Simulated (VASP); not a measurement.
# HPbNO4 (P2_1/m) in VASP: notebook, part 2 of 2

VASP 6.6.1.

### Step 4. Single point, PBE

This run uses another cell than the first one, of 15.07 Å³/atom.

INCAR

```
ALGO     = Normal         # electronic algorithm
EDIFF    = 1E-6           # SCF threshold, eV
ENCUT    = 520            # plane-wave cutoff, eV
GGA      = PE             # functional
ISIF     = 2              # what is computed and relaxed
ISMEAR   = -1             # smearing method
LASPH    = T              # aspherical terms in the spheres
LCHARG   = T              # write CHGCAR
LELF     = T              # ELF
LREAL    = F              # projectors in reciprocal space
LVHAR    = T            
LWAVE    = F              # write WAVECAR
NBANDS   = 57             # bands
NELM     = 100            # most SCF steps
PREC     = Accurate       # precision mode
SIGMA    = 0.05           # smearing width, eV
```

KPOINTS

```
k-points
0
Gamma
  3 5 3
```

POSCAR

```
HPbNO4
1.0
    6.8587700000      0.0000000000      0.0000000000
    0.0000000000      4.2286500000      0.0000000000
   -3.3910100000      0.0000000000      7.2745900000
H Pb N O
2 2 2 8
Direct
    0.2254900000      0.7500000000      0.5073000000
    0.7745100000      0.2500000000      0.4927000000
    0.3022900000      0.2500000000      0.2849400000
    0.6977100000      0.7500000000      0.7150600000
    0.2148400000      0.7500000000      0.8356700000
    0.7851600000      0.2500000000      0.1643300000
    0.3307800000      0.7500000000      0.4533800000
    0.4090900000      0.7500000000      0.8690100000
    0.1550800000      0.7500000000      0.9653700000
    0.0708300000      0.7500000000      0.6695500000
    0.6692200000      0.2500000000      0.5466100000
    0.5909100000      0.2500000000      0.1309900000
    0.8449200000      0.2500000000      0.0346300000
    0.9291700000      0.2500000000      0.3304500000
```

Run with:

```
$ cat potpaw_PBE.64/H/POTCAR potpaw_PBE.64/Pb_d/POTCAR potpaw_PBE.64/N/POTCAR potpaw_PBE.64/O/POTCAR > POTCAR
$ mpirun -np 1 vasp_std > vasp.out
```

Run time: 2.3 min. Hardware: 1 thread of Intel Xeon 6975P-C (Granite Rapids), shared host; peak memory 0.4 GiB.

The run converged. Its results:

```
Free energy            : -81.1080 eV
Pressure               : 0.6 GPa
Largest force          : 0.464 eV/Å
Band gap on the k mesh : 3.13 eV (least direct gap 3.28 eV)
```

Forces in eV/Å, atoms in the order of the input:
```
H   -0.091  0.000  0.036
H    0.093  0.000 -0.037
Pb   0.009  0.000 -0.009
Pb  -0.009  0.000  0.009
N   -0.089  0.000 -0.022
N    0.089  0.000  0.022
O    0.074  0.000 -0.031
O    0.458  0.000  0.077
O   -0.242  0.000  0.260
O   -0.113  0.000 -0.315
O   -0.076  0.000  0.032
O   -0.458  0.000 -0.077
O    0.242  0.000 -0.260
O    0.113  0.000  0.315
```

Stress tensor (GPa, compression positive):
```
 1.10  0.00 -0.03
 0.00 -0.17  0.00
-0.03  0.00  0.79
```

Levels at points of the mesh, in eV from the valence-band top:
| k point | band 40 | band 41 | band 42 | band 43 | band 44 | band 45 | band 46 | band 47 | band 48 | band 49 |
| --- | --- | --- | --- | --- | --- | --- | --- | --- | --- | --- |
| (0.00, 0.00, 0.00) | -1.44 | -1.29 | -0.33 | -0.30 | -0.05 | 3.23 | 3.89 | 4.23 | 4.23 | 5.63 |

Caveat: the standard files for N, O and F lose accuracy on very short bonds; spin-orbit coupling is left out, which moves the levels of the heavy elements; an odd mesh through Γ misses points on the zone boundary, where band edges can lie.

### Step 5. Single point, r2SCAN+rVV10

This run uses another cell than the first one, of 13.77 Å³/atom.

POSCAR

```
HPbNO4
1.0
    6.7856400779      0.0000000000     -0.1444449799
    0.0000000000      4.0292692344      0.0000000000
   -3.5080563084      0.0000000000      7.1267970226
H Pb N O
2 2 2 8
Direct
    0.2186615155      0.7500000000      0.5072321088
    0.7813384845      0.2500000000      0.4927678912
    0.2942816541      0.2500000000      0.2776205419
    0.7057183459      0.7500000000      0.7223794581
    0.2257609949      0.7500000000      0.8378777860
    0.7742390051      0.2500000000      0.1621222140
    0.3265969261      0.7500000000      0.4579012888
    0.4209042270      0.7500000000      0.8691156110
    0.1762230769      0.7500000000      0.9729900757
    0.0697170023      0.7500000000      0.6692866944
    0.6734030739      0.2500000000      0.5420987112
    0.5790957730      0.2500000000      0.1308843890
    0.8237769231      0.2500000000      0.0270099243
    0.9302829977      0.2500000000      0.3307133056
```

INCAR.step1

```
  ALGO = Normal
  EDIFF = 1E-4
  ENCUT = 520
  GGA = PE
  ISMEAR = -1
  LASPH = T
  LCHARG = F
  LREAL = F
  LWAVE = T
  NBANDS = 57
  NELM = 100
  PREC = Accurate
  SIGMA = 0.05
```

INCAR.step2

```
  ALGO = Normal
  BPARAM = 11.95
  CPARAM = 0.0093
  EDIFF = 1E-6
  ENCUT = 520
  ISIF = 2
  ISMEAR = -1
  ISTART = 1
  IVDW_NL = 2
  LASPH = T
  LCHARG = F
  LMIXTAU = T
  LREAL = F
  LUSE_VDW = T
  LWAVE = F
  METAGGA = R2SCAN
  NBANDS = 57
  NELM = 100
  PREC = Accurate
  SIGMA = 0.05
```

KPOINTS is that of step 4.

Potentials or basis: VASP PAW PBE potentials, release 64 (H, Pb_d, N, O).

Run with:

```
$ cat potpaw_PBE.64/H/POTCAR potpaw_PBE.64/Pb_d/POTCAR potpaw_PBE.64/N/POTCAR potpaw_PBE.64/O/POTCAR > POTCAR
$ cp INCAR.step1 INCAR
$ mpirun -np 1 vasp_std > vasp.out
$ cp INCAR.step2 INCAR
$ mpirun -np 1 vasp_std > vasp.out
```

OUTCAR:

```text
BPARAM = 11.95
   EDIFF = 1E-6
   ENCUT = 520
   ISIF = 2
   ISMEAR = -1
   ISTART = 1
   IVDW_NL = 2
   LASPH = T
   LREAL = F
   METAGGA = R2SCAN
   NELM = 100
   PREC = Accurate

 ion  position               nearest neighbor table
   1  0.219  0.750  0.507-   7 0.98
   2  0.781  0.250  0.493-  11 0.98
   3  0.294  0.250  0.278-   7 2.42   7 2.42  11 2.46  12 2.68  14 2.69  13 2.88   9 2.96   9 2.96
                             4 3.91   4 3.91
   4  0.706  0.750  0.722-  11 2.42  11 2.42   7 2.46   8 2.68  10 2.69   9 2.88  13 2.96  13 2.96
                             3 3.91   3 3.91
   5  0.226  0.750  0.838-   8 1.23   9 1.26  10 1.27
   6  0.774  0.250  0.162-  12 1.23  13 1.26  14 1.27
   7  0.327  0.750  0.458-   1 0.98   3 2.42   3 2.42   4 2.46
   8  0.421  0.750  0.869-   5 1.23   4 2.68
   9  0.176  0.750  0.973-   5 1.26   4 2.88   3 2.96   3 2.96
  10  0.070  0.750  0.669-   5 1.27   4 2.69
  11  0.673  0.250  0.542-   2 0.98   4 2.42   4 2.42   3 2.46
  12  0.579  0.250  0.131-   6 1.23   3 2.68
  13  0.824  0.250  0.027-   6 1.26   3 2.88   4 2.96   4 2.96
  14  0.930  0.250  0.331-   6 1.27   3 2.69

  LATTYP: Found a simple monoclinic cell.
 ALAT       =     6.7871772939
 B/A-ratio  =     0.5936590515
 C/A-ratio  =     1.1364594483
 COS(beta)  =    -0.4055620481

  Lattice vectors:

 A1 = (   6.7856400779,   0.0000000000,  -0.1444449799)
 A2 = (   0.0000000000,  -4.0292692344,   0.0000000000)
 A3 = (  -3.2775837695,   0.0000000000,  -6.9823520427)

Analysis of symmetry for initial positions (statically):
=====================================================================
 Subroutine PRICEL returns:
 Original cell was already a primitive cell.

 Routine SETGRP: Setting up the symmetry group for a
 simple monoclinic supercell.

 Subroutine GETGRP returns: Found  4 space group operations
 (whereof  2 operations were pure point group operations)
[... 164 lines left out ...]
   LRPA    =     F    only Hartree local field effects (RPA)
 non-spin polarized calculation
  energy-cutoff  :      520.00
  volume of cell :      192.81
 maximum number of plane-waves:      5225
 NGX is ok and might be reduce to    50
   NGX = 25   NGY = 15   NGZ = 29

 number of electron      87.9999982 magnetization

 Free energy of the ion-electron system (eV)
  ---------------------------------------------------
  ext. energy  EPLUGINS =         0.00000000
  ---------------------------------------------------
  free energy    TOTEN  =      -193.64885023 eV

  energy without entropy =     -193.64885023  energy(sigma->0) =     -193.64885023

 E-fermi :   1.9906     XC(G=0):  -9.5144

 val. band max:        0.8442306897   @ k =  -0.3333   0.0000   0.3333
 cond. band min:       4.2216211795   @ k =   0.0000   0.2000   0.3333
 fundamental gap:      3.3773904897
 Fermi energy:         1.9905708431

 k-point     1 :       0.0000    0.0000    0.0000
  band No.  band energies     occupation
      1     -26.5251      2.00000
      2     -26.4589      2.00000
      3     -20.8890      2.00000
      4     -20.7789      2.00000
      5     -20.4735      2.00000
      6     -20.4058      2.00000
[... 874 lines left out ...]
     55      10.1591      0.00000
     56      10.4882      0.00000
 [bands above 56 left out]

------------------------ aborting loop because EDIFF is reached ----------------------------------------

  FORCE on cell =-STRESS in cart. coord.  units (eV):
  Direction    XX          YY          ZZ          XY          YZ          ZX
  --------------------------------------------------------------------------------------
  -------------------------------------------------------------------------------------
  Total        2.4816140     -0.0790123      1.7721016      0.0000000      0.0000000      0.0198602
  in kB       20.6209147     -0.6565512     14.7252376      0.0000000      0.0000000      0.1650278
  external PRESSURE =      11.5632003 kB  Pullay stress =       0.0000000 kB

 VOLUME and BASIS-vectors are now :
 -----------------------------------------------------------------------------
  energy-cutoff  :      520.00
  volume of cell :      192.81
      direct lattice vectors                 reciprocal lattice vectors
     6.785640078  0.000000000 -0.144444980     0.148930546  0.000000000  0.073308773
     0.000000000  4.029269234  0.000000000     0.000000000  0.248183961  0.000000000
    -3.508056308  0.000000000  7.126797023     0.003018505  0.000000000  0.141801300

 POSITION                                       TOTAL-FORCE (eV/Angst)
 -----------------------------------------------------------------------------------
     -0.29564      3.02195      3.58336        -0.150072     -0.000000      0.062872
      3.57322      1.00732      3.39900         0.150072     -0.000000     -0.062872
      1.02298      1.00732      1.93604         0.017275     -0.000000     -0.051152
      2.25460      3.02195      5.04631        -0.017275      0.000000      0.051152
     -1.40739      3.02195      5.93877        -0.154104     -0.000000     -0.003766
      4.68497      1.00732      1.04358         0.154104     -0.000000      0.003766
      0.60983      3.02195      3.21619         0.090467     -0.000000     -0.033186
     -0.19280      3.02195      6.13321         0.694047     -0.000000      0.101419
     -2.21752      3.02195      6.90885        -0.330383      0.000000      0.391481
     -1.87482      3.02195      4.75980        -0.172783      0.000000     -0.488633
      2.66776      1.00732      3.76616        -0.090467     -0.000000      0.033186
      3.47039      1.00732      0.84914        -0.694047     -0.000000     -0.101419
      5.49510      1.00732      0.07350         0.330383     -0.000000     -0.391481
      5.15240      1.00732      2.22255         0.172783     -0.000000      0.488633
 -----------------------------------------------------------------------------------
    total drift:                                0.000000      0.000000     -0.000000

  FREE ENERGIE OF THE ION-ELECTRON SYSTEM (eV)
  ---------------------------------------------------
  free  energy   TOTEN  =      -193.6488502318 eV

  energy  without entropy=     -193.6488502317  energy(sigma->0) =     -193.64885023
```

OUTCAR.step1:

```text
EDIFF = 1E-4
   ENCUT = 520
   GGA = PE
   ISMEAR = -1
   LASPH = T
[... 1148 lines left out ...]
      2.66776      1.00732      3.76616        -0.321115     -0.000000      0.172236
      3.47039      1.00732      0.84914        -1.087245     -0.000000     -0.208332
      5.49510      1.00732      0.07350         0.617777     -0.000000     -0.685280
      5.15240      1.00732      2.22255         0.283124     -0.000000      0.880888
 -----------------------------------------------------------------------------------
    total drift:                                0.000000      0.000000     -0.000000

  FREE ENERGIE OF THE ION-ELECTRON SYSTEM (eV)
  ---------------------------------------------------
  free  energy   TOTEN  =       -80.9063248185 eV

  energy  without entropy=      -80.9063248185  energy(sigma->0) =      -80.90632482
```

Wall time 13 min (1 thread of AMD EPYC 7R43 (Zen 3), shared host); peak memory 0.68 GiB.

Results:

```
Free energy            : -193.6489 eV
Pressure               : 1.2 GPa
Largest force          : 0.701 eV/Å
Band gap on the k mesh : 3.38 eV (least direct gap 3.55 eV)
```

Forces on the atoms (eV/Å):
```
H   -0.150  0.000  0.063
H    0.150  0.000 -0.063
Pb   0.017  0.000 -0.051
Pb  -0.017  0.000  0.051
N   -0.154  0.000 -0.004
N    0.154  0.000  0.004
O    0.090  0.000 -0.033
O    0.694  0.000  0.101
O   -0.330  0.000  0.391
O   -0.173  0.000 -0.489
O   -0.090  0.000  0.033
O   -0.694  0.000 -0.101
O    0.330  0.000 -0.391
O    0.173  0.000  0.489
```

Levels at points of the mesh, in eV from the valence-band top:
| k point | band 41 | band 42 | band 43 | band 44 | band 45 | band 46 | band 47 | band 48 |
| --- | --- | --- | --- | --- | --- | --- | --- | --- |
| (0.00, 0.00, 0.00) | -1.44 | -0.65 | -0.53 | -0.06 | 3.49 | 4.20 | 4.78 | 4.88 |

Caveat: the standard files for N, O and F lose accuracy on very short bonds; the PAW data sets were made with another functional, which shifts forces and pressure a little; spin-orbit coupling is left out, which moves the levels of the heavy elements; an odd mesh through Γ misses points on the zone boundary, where band edges can lie.

### Step 6. Overview

```tsv
level	cell	k mesh	gap on the mesh (eV)	pressure (GPa)	largest force (eV/Å)
PBE+D4	a = 6.868, b = 4.137, c = 7.896 Å, angles 90.0, 115.3, 90.0°, 14 atoms, atomic positions A	3 × 5 × 3	3.00	0.6	0.48
PBEsol	a = 6.859, b = 4.229, c = 8.026 Å, angles 90.0, 115.0, 90.0°, 14 atoms, atomic positions B	5 × 6 × 4	3.05	-2.0	0.41
PBE	a = 6.859, b = 4.229, c = 8.026 Å, angles 90.0, 115.0, 90.0°, 14 atoms, atomic positions B	3 × 5 × 3	3.13	0.6	0.46
r2SCAN+rVV10	a = 6.787, b = 4.029, c = 7.943 Å, angles 90.0, 117.4, 90.0°, 14 atoms, atomic positions C	3 × 5 × 3	3.38	1.2	0.70
```

Alike in all rows: task single point; potentials or basis VASP PAW PBE potentials, release 64 (H, Pb_d, N, O); no spin polarisation; cutoff (eV) 520; smearing fermi-dirac 0.05 eV.

Caveats: the standard files for N, O and F lose accuracy on very short bonds; spin-orbit coupling is left out, which moves the levels of the heavy elements; an odd mesh through Γ misses points on the zone boundary, where band edges can lie; the PAW data sets were made with another functional, which shifts forces and pressure a little (at least some runs).

Absolute energies hang on the potentials; compare differences alone.
